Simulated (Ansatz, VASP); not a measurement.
**ZrWN2 in VASP and in Ansatz**

```
CELL_PARAMETERS angstrom
2.95520 0.00000 0.00000
-1.47760 2.55928 0.00000
0.00000 0.00000 5.95640
ATOMIC_POSITIONS crystal
Zr 0.00000 0.00000 0.50000
W 0.00000 0.00000 0.00000
N 0.33333 0.66667 0.22140
N 0.33333 0.66667 0.77860
```

Alike in both runs: functional PBE; k mesh 18 × 18 × 8; occupations gaussian, width 0.1 eV; no spin polarisation.

Ansatz relaxed the structure, and its values are those at the end. VASP's run is a single point on that final structure, the one shown.

|  | VASP | Ansatz |
| --- | --- | --- |
| version | VASP 6.6.1 | Ansatz 0.2.0 |
| potentials or method | VASP PAW PBE potentials, release 64 (Zr_sv, W_sv, N), cutoff 520 eV | scalar-relativistic, plane waves, PAW |
| valence electrons in the cell | 36 | 36 |

Ansatz gave:

- gap on the k mesh at the Fermi level (eV): none
- pressure (GPa): 0.0
- rms of the force components (eV/Å): 0.003

**Question.** Which values does VASP return?

**Answer.** gap on the k mesh at the Fermi level (eV): none; pressure (GPa): 0.8; rms of the force components (eV/Å): 0.024.

A gap of «none» marks a metal or a gap that the smearing closes.

Spin-orbit coupling is off throughout.
